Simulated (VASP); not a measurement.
# SiC (P6_3mc) in VASP: single point with PBE

Aim: the single point of SiC with PBE.

Program: VASP 6.6.1. These are calculated values, not measurements. Logs are shortened: lines on timing, memory, paths and dates and some standing lists are left out, and cuts for length are marked.

## 1. The cell of the first run

Symmetry: P6_3mc, No. 186, hexagonal system. Conventional cell: a = 3.076 Å, b = 3.076 Å, c = 5.048 Å, α = 90.00°, β = 90.00°, γ = 120.00°. Within 2.5 Å of Si (site symmetry 3m) lie 4 C at 1.87 to 1.94 Å. Within 2.5 Å of C (site symmetry 3m) lie 4 Si at 1.87 to 1.94 Å.

## 2. Single point, PBE

Contents of INCAR:

```
SYSTEM = SiC
PREC     = Accurate       ! precision mode
ENCUT    = 520            ! plane-wave cutoff, eV
EDIFF    = 1E-6           ! SCF threshold, eV
ISMEAR   = 0              ! smearing method
SIGMA    = 0.05           ! smearing width, eV
LREAL    = Auto         
LASPH    = .True.         ! aspherical terms in the spheres
NELM     = 60             ! most SCF steps
ALGO     = Normal         ! electronic algorithm
ISIF     = 2              ! what is computed and relaxed
LWAVE    = .False.        ! write WAVECAR
LCHARG   = .True.         ! write CHGCAR
GGA      = PE             ! functional
LELF     = .True.         ! ELF
LVHAR    = .True.       
NBANDS   = 126            ! bands
```

Contents of KPOINTS:

```
regular mesh
0
Gamma
  2 2 2
  0 0 0
```

Contents of POSCAR:

```
SiC
1.0
   -4.6140000000      2.6638940000      5.0480000000
    4.6140000000     -2.6638940000      5.0480000000
    4.6140000000      7.9916820000     -5.0480000000
Si C
24 24
Direct
    0.8333330000      0.1666670000      0.0000000000
    0.3333330000      0.6666670000      0.0000000000
    0.1666660000      0.0000000000      0.1666670000
    0.6666660000      0.5000000000      0.1666670000
    0.5000000000      0.8333340000      0.3333330000
    0.0000000000      0.3333340000      0.3333330000
    0.8333330000      0.6666670000      0.5000000000
    0.3333330000      0.1666670000      0.5000000000
    0.1666660000      0.5000000000      0.6666670000
    0.6666660000      0.0000000000      0.6666670000
    0.5000000000      0.3333340000      0.8333330000
    0.0000000000      0.8333340000      0.8333330000
    0.4166670000      0.0833330000      0.0000000000
    0.9166670000      0.5833330000      0.0000000000
    0.7500000000      0.9166660000      0.1666670000
    0.2500000000      0.4166660000      0.1666670000
    0.0833340000      0.7500000000      0.3333330000
    0.5833340000      0.2500000000      0.3333330000
    0.4166670000      0.5833330000      0.5000000000
    0.9166670000      0.0833330000      0.5000000000
    0.7500000000      0.4166660000      0.6666670000
    0.2500000000      0.9166660000      0.6666670000
    0.0833340000      0.2500000000      0.8333330000
    0.5833340000      0.7500000000      0.8333330000
    0.0258330000      0.3591670000      0.0000000000
    0.5258330000      0.8591670000      0.0000000000
    0.3591660000      0.1925000000      0.1666670000
    0.8591660000      0.6925000000      0.1666670000
    0.6925000000      0.0258340000      0.3333330000
    0.1925000000      0.5258340000      0.3333330000
    0.0258330000      0.8591670000      0.5000000000
    0.5258330000      0.3591670000      0.5000000000
    0.3591660000      0.6925000000      0.6666670000
    0.8591660000      0.1925000000      0.6666670000
    0.6925000000      0.5258340000      0.8333330000
    0.1925000000      0.0258340000      0.8333330000
    0.6091670000      0.2758330000      0.0000000000
    0.1091670000      0.7758330000      0.0000000000
    0.9425000000      0.1091660000      0.1666670000
    0.4425000000      0.6091660000      0.1666670000
    0.2758340000      0.9425000000      0.3333330000
    0.7758340000      0.4425000000      0.3333330000
    0.6091670000      0.7758330000      0.5000000000
    0.1091670000      0.2758330000      0.5000000000
    0.9425000000      0.6091660000      0.6666670000
    0.4425000000      0.1091660000      0.6666670000
    0.2758340000      0.4425000000      0.8333330000
    0.7758340000      0.9425000000      0.8333330000
```

Potentials or basis: VASP PAW PBE potentials, release 64 (Si, C).

Command:

```console
$ cat potpaw_PBE.64/Si/POTCAR potpaw_PBE.64/C/POTCAR > POTCAR
$ mpirun -np 1 vasp_std > vasp.out
```

OUTCAR:

```text
SYSTEM = SiC
   PREC = Accurate
   ENCUT = 520
   EDIFF = 1E-6
   ISMEAR = 0
   LREAL = Auto
   LASPH = .True.
   NELM = 60
   ISIF = 2
   GGA = PE

 ion  position               nearest neighbor table
   1  0.833  0.167  0.000-  37 1.87  48 1.87  39 1.87  25 1.94   6 3.08  10 3.08   3 3.08  11 3.08
                            12 3.08   4 3.08  13 3.09  14 3.09  16 3.09  24 3.09  15 3.09  23 3.09
   2  0.333  0.667  0.000-  38 1.87  47 1.87  40 1.87  26 1.94   5 3.08   9 3.08   4 3.08  12 3.08
                            11 3.08   3 3.08  13 3.09  14 3.09  15 3.09  23 3.09  16 3.09  24 3.09
   3  0.167  0.000  0.167-  39 1.87  41 1.87  38 1.87  27 1.94   8 3.08   5 3.08   6 3.08   1 3.08
                             2 3.08  12 3.08  17 3.09  16 3.09  15 3.09  14 3.09  18 3.09  13 3.09
   4  0.667  0.500  0.167-  40 1.87  42 1.87  37 1.87  28 1.94   7 3.08   6 3.08   5 3.08   2 3.08
                             1 3.08  11 3.08  18 3.09  16 3.09  15 3.09  13 3.09  17 3.09  14 3.09
   5  0.500  0.833  0.333-  41 1.87  40 1.87  43 1.87  29 1.94   2 3.08   3 3.08   4 3.08   7 3.08
                             8 3.08  10 3.08  15 3.09  17 3.09  18 3.09  20 3.09  16 3.09  19 3.09
   6  0.000  0.333  0.333-  42 1.87  39 1.87  44 1.87  30 1.94   1 3.08   4 3.08   3 3.08   8 3.08
                             7 3.08   9 3.08  16 3.09  17 3.09  18 3.09  19 3.09  15 3.09  20 3.09
   7  0.833  0.667  0.500-  43 1.87  42 1.87  45 1.87  31 1.94  12 3.08   4 3.08   9 3.08   5 3.08
                             6 3.08  10 3.08  19 3.09  20 3.09  22 3.09  18 3.09  21 3.09  17 3.09
   8  0.333  0.167  0.500-  44 1.87  41 1.87  46 1.87  32 1.94  11 3.08   3 3.08  10 3.08   6 3.08
                             5 3.08   9 3.08  19 3.09  20 3.09  21 3.09  17 3.09  22 3.09  18 3.09
   9  0.167  0.500  0.667-  45 1.87  47 1.87  44 1.87  33 1.94   2 3.08  11 3.08  12 3.08   7 3.08
[... 53 lines left out ...]
  47  0.276  0.443  0.833-  11 1.87   9 1.87   2 1.87  23 1.94
  48  0.776  0.943  0.833-  12 1.87  10 1.87   1 1.87  24 1.94

  LATTYP: Found a face centered orthorhombic cell.
 ALAT       =    10.0960000000
 B/A-ratio  =     1.0554255573
 C/A-ratio  =     1.8280506400

  Lattice vectors:

 A1 = (   9.2280000000,   5.3277880000,   0.0000000000)
 A2 = (   4.6140000000,   7.9916820000,   5.0480000000)
 A3 = (   4.6140000000,  -2.6638940000,   5.0480000000)

Analysis of symmetry for initial positions (statically):
=====================================================================
 Subroutine PRICEL returns following result:

  LATTYP: Found a hexagonal cell.
 ALAT       =     3.0759968010
 C/A-ratio  =     1.6410989577

  Lattice vectors:

 A1 = (   1.5380030760,  -2.6638886722,  -0.0000100960)
 A2 = (  -3.0760015380,  -0.0000026639,   0.0000050480)
 A3 = (   0.0000046140,   0.0000079917,  -5.0480151440)

  12 primitive cells build up your supercell.

 Routine SETGRP: Setting up the symmetry group for a
 face centered orthorhombic supercell.

 Subroutine GETGRP returns: Found  4 space group operations
 (whereof  2 operations were pure point group operations)
 out of a pool of  8 trial point group operations.

The static configuration has the point symmetry C_1h.
 The point group associated with its full space group is C_2v.

Analysis of symmetry for dynamics (positions and initial velocities):
=====================================================================
 Subroutine PRICEL returns following result:

  LATTYP: Found a hexagonal cell.
 ALAT       =     3.0759968010
 C/A-ratio  =     1.6410989577

  Lattice vectors:

 A1 = (   1.5380030760,  -2.6638886722,  -0.0000100960)
 A2 = (  -3.0760015380,  -0.0000026639,   0.0000050480)
 A3 = (   0.0000046140,   0.0000079917,  -5.0480151440)

  12 primitive cells build up your supercell.

 Routine SETGRP: Setting up the symmetry group for a
 face centered orthorhombic supercell.

 Subroutine GETGRP returns: Found  4 space group operations
 (whereof  2 operations were pure point group operations)
 out of a pool of  8 trial point group operations.

The dynamic configuration has the point symmetry C_1h.
 The point group associated with its full space group is C_2v.

 Subroutine INISYM returns: Found  4 space group operations
 (whereof  2 operations are pure point group operations),
 and found    12 'primitive' translations

[... 35 lines left out ...]
 Generating k-lattice:

  Cartesian coordinates                     Fractional coordinates (reciprocal lattice)
    -0.027091461  0.046923789  0.049524564     0.500000000  0.000000000  0.000000000
     0.054182922  0.000000000  0.049524564     0.000000000  0.500000000  0.000000000
     0.027091461  0.046923789  0.000000000     0.000000000  0.000000000  0.500000000

  Length of vectors
     0.073406210  0.073406208  0.054182924

  Shift w.r.t. Gamma in fractional coordinates (k-lattice)
     0.000000000  0.000000000  0.000000000

 Subroutine IBZKPT returns following result:
 ===========================================

 Found      5 irreducible k-points:

 Following reciprocal coordinates:
            Coordinates               Weight
  0.000000  0.000000  0.000000      1.000000
  0.500000  0.000000  0.000000      4.000000
  0.500000  0.500000  0.000000      1.000000
  0.000000 -0.000000  0.500000      1.000000
  0.500000  0.500000  0.500000      1.000000
   k-points           NKPTS =      5   k-points in BZ     NKDIM =      5   number of bands    NBANDS=    126
   number of dos      NEDOS =    301   number of ions     NIONS =     48
   total plane-waves  NPLWV = 250880
   dimension x,y,z NGX =    56 NGY =   56 NGZ =   80
   dimension x,y,z NGXF=   112 NGYF=  112 NGZF=  160
   ions per type =              24  24
   NGX,Y,Z   is equivalent  to a cutoff of  12.68, 12.68, 12.64 a.u.
   NGXF,Y,Z  is equivalent  to a cutoff of  25.37, 25.37, 25.29 a.u.
 SYSTEM =  SiC
   PREC   = accura    normal or accurate (medium, high low for compatibility)
   ISTART =      0    job   : 0-new  1-cont  2-samecut
   ICHARG =      2    charge: 1-file 2-atom 10-const
   ISPIN  =      1    spin polarized calculation?
   LNONCOLLINEAR =      F non collinear calculations
   LSORBIT =      F    spin-orbit coupling
   LASPH  =      T    aspherical Exc in radial PAW
   ENCUT  =  520.0 eV  38.22 Ry    6.18 a.u.  13.65 13.65 19.56*2*pi/ulx,y,z
   NELM   =     60;   NELMIN=  2; NELMDL= -5     # of ELM steps
   EDIFF  = 0.1E-05   stopping-criterion for ELM
   LREAL  =      T    real-space projection
   EDIFFG = 0.1E-04   stopping-criterion for IOM
   NSW    =      0    number of steps for IOM
   IBRION =     -1    ionic relax: 0-MD 1-quasi-New 2-CG
   NFREE  =      0    steps in history (QN), initial steepest desc. (CG)
   ISIF   =      2    stress and relaxation
   ISYM   =      2    0-nonsym 1-usesym 2-fastsym
   POTIM  = 0.5000    time-step for ionic-motion
   TEBEG  =    0.0;   TEEND  =   0.0 temperature during run
   PSTRESS=    0.0 pullay stress
   NELECT =     192.0000    total number of electrons
   NUPDOWN=      -1.0000    fix difference up-down
   EMIN   =  10.00;   EMAX   =-10.00  energy-range for DOS
   EFERMI =   0.00;   METHOD = LEGACY
   ISMEAR =     0;   SIGMA  =   0.05  broadening in eV -4-tet -1-fermi 0-gaus
   EFERMI_NEDOS =   21; number of points for ismear=-14 and -15
   IALGO  =     38    algorithm
   IMIX   =      4    mixing-type and parameters
     AMIX     =   0.40;   BMIX     =  1.00
     AMIX_MAG =   1.60;   BMIX_MAG =  1.00
  volume/ion in A,a.u.               =      10.34        69.78
  Fermi-wavevector in a.u.,A,eV,Ry     =   1.192817  2.254098 19.358550  1.422813
  Thomas-Fermi vector in A             =   2.328847
   LORBIT       =      0    0 simple, 1 ext, 2 COOP (PROOUT), +10 PAW based schemes
   GGA     = PE    functional components
   LHFCALC =     F    Hartree Fock is set to
   AEXX    =    0.0000 exact exchange contribution
   IVDW    =     0    specifies the selected vdW correction
   LEPSILON=     F    determine dielectric tensor
   LRPA    =     F    only Hartree local field effects (RPA)
 non-spin polarized calculation
 Gauss-broadening in eV      SIGMA  =   0.05
  energy-cutoff  :      520.00
  volume of cell :      496.37
 maximum number of plane-waves:     13395
 NGX is ok and might be reduce to    56
   NGX = 27   NGY = 27   NGZ = 39

 number of electron     192.0000000 magnetization

 Free energy of the ion-electron system (eV)
  ---------------------------------------------------
  ext. energy  EPLUGINS =         0.00000000
  ---------------------------------------------------
  free energy    TOTEN  =      -360.82742041 eV

  energy without entropy =     -360.82742041  energy(sigma->0) =     -360.82742041

 E-fermi :   8.6666     XC(G=0): -11.3484

 val. band max:        8.4098861049   @ k =   0.0000   0.0000   0.0000
 cond. band min:      10.7324594993   @ k =   0.0000   0.0000   0.0000
 fundamental gap:      2.3225733944
 Fermi energy:         8.6665929391

 k-point     1 :       0.0000    0.0000    0.0000
  band No.  band energies     occupation
      1      -7.3153      2.00000
      2      -5.9049      2.00000
      3      -5.9047      2.00000
      4      -4.7694      2.00000
      5      -4.7694      2.00000
      6      -4.7694      2.00000
[... 544 lines left out ...]
    107      13.4046      0.00000
    108      13.4046      0.00000
 [bands above 108 left out]

------------------------ aborting loop because EDIFF is reached ----------------------------------------

  FORCE on cell =-STRESS in cart. coord.  units (eV):
  Direction    XX          YY          ZZ          XY          YZ          ZX
  --------------------------------------------------------------------------------------
  -------------------------------------------------------------------------------------
  Total       16.4586746     16.4993312      0.8445932      0.0352112     -0.0000000     -0.0000000
  in kB       53.1253223     53.2565539      2.7261787      0.1136548     -0.0000000     -0.0000000
  external PRESSURE =      36.3693517 kB  Pullay stress =       0.0000000 kB

 VOLUME and BASIS-vectors are now :
 -----------------------------------------------------------------------------
  energy-cutoff  :      520.00
  volume of cell :      496.37
      direct lattice vectors                 reciprocal lattice vectors
    -4.614000000  2.663894000  5.048000000    -0.054182922  0.093847578  0.099049128
     4.614000000 -2.663894000  5.048000000     0.108365843  0.000000000  0.099049128
     4.614000000  7.991682000 -5.048000000     0.054182922  0.093847578  0.000000000

 POSITION                                       TOTAL-FORCE (eV/Angst)
 -----------------------------------------------------------------------------------
     -3.07600      1.77593      5.04800         0.000166     -0.000096      0.754037
      1.53800     -0.88797      5.04800         0.000166     -0.000096      0.754037
      0.00000      1.77593     -0.00001         0.000166     -0.000096      0.754037
      0.00000      1.77593      5.04799         0.000166     -0.000096      0.754037
      3.07600      1.77592      5.04801         0.000166     -0.000096      0.754037
      3.07600      1.77592      0.00001         0.000166     -0.000096      0.754037
[... 40 lines left out ...]
      4.61400      6.21575     -0.58051        -0.002232      0.001288     -0.754037
      4.61400      6.21575      4.46749        -0.002232      0.001288     -0.754037
 -----------------------------------------------------------------------------------
    total drift:                                0.000343     -0.001595     -0.033559

  FREE ENERGIE OF THE ION-ELECTRON SYSTEM (eV)
  ---------------------------------------------------
  free  energy   TOTEN  =      -360.8274204053 eV

  energy  without entropy=     -360.8274204053  energy(sigma->0) =     -360.82742041
```

It took 5.5 min on 1 thread of Intel Xeon 6975P-C (Granite Rapids), shared host; peak memory 0.61 GiB.

What came out:

```yaml
Free_energy: -360.8274 eV
Pressure: 3.6 GPa
Largest_force: 0.754 eV/Å
Band_gap_on_the_k_mesh: 2.32 eV
```

Forces in eV/Å, atoms in the order of the input:
```
Si   0.000  0.000  0.754
Si   0.000  0.000  0.754
Si   0.000  0.000  0.754
Si   0.000  0.000  0.754
Si   0.000  0.000  0.754
Si   0.000  0.000  0.754
Si   0.000  0.000  0.754
Si   0.000  0.000  0.754
Si   0.000  0.000  0.754
Si   0.000  0.000  0.754
Si   0.000  0.000  0.754
Si   0.000  0.000  0.754
Si   0.000  0.000  0.754
Si   0.000  0.000  0.754
Si   0.000  0.000  0.754
Si   0.000  0.000  0.754
Si   0.000  0.000  0.754
Si   0.000  0.000  0.754
Si   0.000  0.000  0.754
Si   0.000  0.000  0.754
Si   0.000  0.000  0.754
Si   0.000  0.000  0.754
Si   0.000  0.000  0.754
Si   0.000  0.000  0.754
C    0.002 -0.001 -0.754
C    0.002 -0.001 -0.754
C    0.002 -0.001 -0.754
C    0.002 -0.001 -0.754
C    0.002 -0.001 -0.754
C    0.002 -0.001 -0.754
C    0.002 -0.001 -0.754
C    0.002 -0.001 -0.754
C    0.002 -0.001 -0.754
C    0.002 -0.001 -0.754
C    0.002 -0.001 -0.754
C    0.002 -0.001 -0.754
C   -0.002  0.001 -0.754
C   -0.002  0.001 -0.754
C   -0.002  0.001 -0.754
C   -0.002  0.001 -0.754
C   -0.002  0.001 -0.754
C   -0.002  0.001 -0.754
C   -0.002  0.001 -0.754
C   -0.002  0.001 -0.754
C   -0.002  0.001 -0.754
C   -0.002  0.001 -0.754
C   -0.002  0.001 -0.754
C   -0.002  0.001 -0.754
```

Stress tensor (GPa, compression positive):
```
5.31 0.01 0.00
0.01 5.33 0.00
0.00 0.00 0.27
```

Caveat: the k points lie up to 0.46 Å⁻¹ apart.
